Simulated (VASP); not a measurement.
Write the native input for VASP 6.6.1 that does the following.

```
Task                   : single point
Functional             : PBE
Potentials or basis    : VASP PAW PBE potentials, release 64 (Ta_pv, Bi_d, O)
Cutoff                 : 520 eV
k mesh                 : 6 × 6 × 4
Occupations            : gaussian, width 0.1 eV
Spin                   : no spin polarisation
Dipole correction      : no
Further INCAR settings : ALGO = Normal; EDIFF = 1e-07; NBANDS = 37
```

The structure of Ta2Bi2O lies in POSCAR:

```
Ta2Bi2O
1.0
    4.4300620947      0.0000000000      0.0000000000
   -2.2150310474      3.8365463143      0.0000000000
    0.0000000000      0.0000000000      6.2786000146
Ta Bi O
2 2 1
Direct
    0.3333333333      0.6666666667      0.2803015680
    0.3333333333      0.6666666667      0.7196984320
    0.6666666667      0.3333333333      0.0000000000
    0.0000000000      0.0000000000      0.5000000000
    0.6666666667      0.3333333333      0.5000000000
```

The cell was generated, and may not be a known phase.

One way to write it, as run:

INCAR

```
  PREC = Accurate
  ENCUT = 520
  EDIFF = 1E-7
  ISMEAR = 0
  SIGMA = 0.1
  LREAL = F
  LASPH = T
  NELM = 60
  ALGO = Normal
  ISIF = 2
  LWAVE = F
  LCHARG = T
  GGA = PE
  LELF = T
  LVHAR = T
  NBANDS = 37
```

KPOINTS

```
regular mesh
0
Gamma
  6 6 4
```

Potentials or basis: VASP PAW PBE potentials, release 64 (Ta_pv, Bi_d, O).

Command:

```bash
$ cat potpaw_PBE.64/Ta_pv/POTCAR potpaw_PBE.64/Bi_d/POTCAR potpaw_PBE.64/O/POTCAR > POTCAR
$ mpirun -np 1 vasp_std > vasp.out
```

Results of the run:

```yaml
Pressure: -0.3 GPa
Largest_force: 0.004 eV/Å
Band_gap_on_the_k_mesh: zero (bands 29 and 30 overlap by 0.10 eV)
```

Caveat: spin-orbit coupling is left out, which moves the levels of the heavy elements.

It took 3.3 min on 1 thread of AMD EPYC 7R13, with other jobs on the host, peak memory 0.25 GiB.
